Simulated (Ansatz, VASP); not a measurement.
## Cr in VASP and in Ansatz

INCAR

```
SYSTEM = Cr
PREC = Accurate ; ENCUT = 520
EDIFF = 1E-6 ; ISMEAR = -1
SIGMA = 0.1 ; LREAL = .False.
LASPH = .True. ; NELM = 80
ALGO = Normal ; ISIF = 2
LWAVE = .False. ; LCHARG = .False.
GGA = B5 ; ALDAX = 1.0
AGGAX = 1.0 ; AGGAC = 1.0
ALDAC = 0.0 ; NBANDS = 19
```

Contents of KPOINTS:

```
regular mesh
0
Gamma
  16 16 8
  0 0 0
```

Contents of POSCAR:

```
Cr
1.0
    2.5732689090      0.0000000000      0.0000000000
   -1.2866344545      2.2285162460      0.0000000000
    0.0000000000      0.0000000000      4.6453157588
Cr
2
Direct
    0.3333333333      0.6666666667      0.2500000000
    0.6666666667      0.3333333333      0.7500000000
```

Input for Ansatz:

```yaml
crystal:
  lattice:
    - [2.573268909, 0.0, 0.0]
    - [-1.2866344545, 2.228516246, 0.0]
    - [0.0, 0.0, 4.6453157588]
  atoms:
    - { symbol: Cr, position: [0.3333333333, 0.6666666667, 0.25] }
    - { symbol: Cr, position: [0.6666666667, 0.3333333333, 0.75] }
hamiltonian:
  xc: blyp
  pseudopotentials:
    kind: paw
    azcp:
      Cr: "pseudopotentials/Cr.paw.azcp"
basis:
  ecutwfc: 420
  fft_grid_basis: typed
kpoints:
  mp_grid: { grid: [16, 16, 8], shift: [0, 0, 0] }
magnetization:
  spin_polarized: false
scf:
  occupations: { method: fermi_dirac, width: 0.1 }
  lower_state_search: "off"
output:
  stress: true
```

Alike in both runs: task single point; functional BLYP; k mesh 16 × 16 × 8; occupations fermi-dirac, width 0.1 eV; no spin polarisation.

```csv
,VASP,Ansatz
version,VASP 6.6.1,Ansatz 0.2.0
potentials or method,"VASP PAW PBE potentials, release 64 (Cr_pv), cutoff 520 eV","plane waves (420 eV) with PAW, scalar-relativistic"
valence electrons in the cell,24,28
```

|  | VASP | Ansatz | Ansatz less VASP |
| --- | --- | --- | --- |
| pressure (GPa) | -14.0 | -13.9 | +0.09 |
| traceless stress, the component that is largest in VASP (GPa) | 1.29 | 1.31 | +0.019 |

VASP's potentials were made for PBE, not for BLYP. The functional is the same, so the differences come from potentials, cutoffs and numerics. VASP's potentials hold 24 valence electrons a cell and Ansatz's 28, so a difference there can come from the potentials and not from the codes.
